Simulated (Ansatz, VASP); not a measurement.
## Two plane-wave programs on SnTe

```
Sn Te
1.0
     0.00000    3.07759    3.15650
     3.07759    0.00000    3.15650
     3.07759    3.07759    0.00000
Sn Te
1 1
Cartesian
  0.0000 0.0000 0.0000
  3.0776 3.0776 3.1565
```

Change from the starting cell: strain -0.025 along x and y, +0.000 along z, atoms carried along.

Alike in both runs: task single point; functional PBEsol; k mesh 10 × 10 × 10; occupations gaussian, width 0.03 eV; no spin polarisation.

|  | VASP | Ansatz |
| --- | --- | --- |
| version | VASP 6.6.1 | Ansatz 0.2.0 |
| potentials or method | VASP PAW PBE potentials, release 64 (Sn_d, Te), cutoff 500 eV | scalar-relativistic, plane waves, PAW |
| valence electrons in the cell | 20 | 30 |

|  | VASP | Ansatz | Ansatz less VASP |
| --- | --- | --- | --- |
| gap on the k mesh at the Fermi level (eV) | 0.33 | 0.33 | +0.002 |
| least direct gap on the mesh (eV) | 0.33 | 0.33 | -0.002 |
| pressure (GPa) | 2.1 | 2.1 | 0.00 |
| traceless stress, the component that is largest in VASP (GPa) | -2.52 | -2.51 | +0.010 |

VASP's potentials were made for PBE, not for PBEsol. The functional is the same, so the differences come from potentials, cutoffs and numerics. VASP's potentials hold 20 valence electrons a cell and Ansatz's 30, so a difference there can come from the potentials and not from the codes.

Neither program's run includes spin-orbit coupling.
